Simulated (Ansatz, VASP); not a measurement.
Cu: VASP beside Ansatz

```
CELL_PARAMETERS angstrom
0.00000 1.81488 1.81488
1.81488 0.00000 1.81488
1.81488 1.81488 0.00000
ATOMIC_POSITIONS crystal
Cu 0.00000 0.00000 0.00000
```

Alike in both runs: functional PBE; k mesh 26 × 26 × 26; occupations gaussian, width 0.1 eV; no spin polarisation.

Ansatz relaxed the structure, and its values are those at the end. VASP's run is a single point on that final structure, the one shown.

|  | VASP | Ansatz |
| --- | --- | --- |
| version | VASP 6.6.1 | Ansatz 0.2.0 |
| potentials or method | VASP PAW PBE potentials, release 64 (Cu), cutoff 520 eV | scalar-relativistic, plane waves, PAW |
| valence electrons in the cell | 11 | 19 |

|  | VASP | Ansatz | Ansatz less VASP |
| --- | --- | --- | --- |
| gap on the k mesh at the Fermi level (eV) | none | none | - |
| pressure (GPa) | 0.6 | 0.0 | -0.57 |

A gap of «none» marks a metal or a gap that the smearing closes. With one functional, cell and mesh, what is left measures potentials, basis and numerics. VASP's potentials hold 11 valence electrons a cell and Ansatz's 19, so a difference there can come from the potentials and not from the codes.
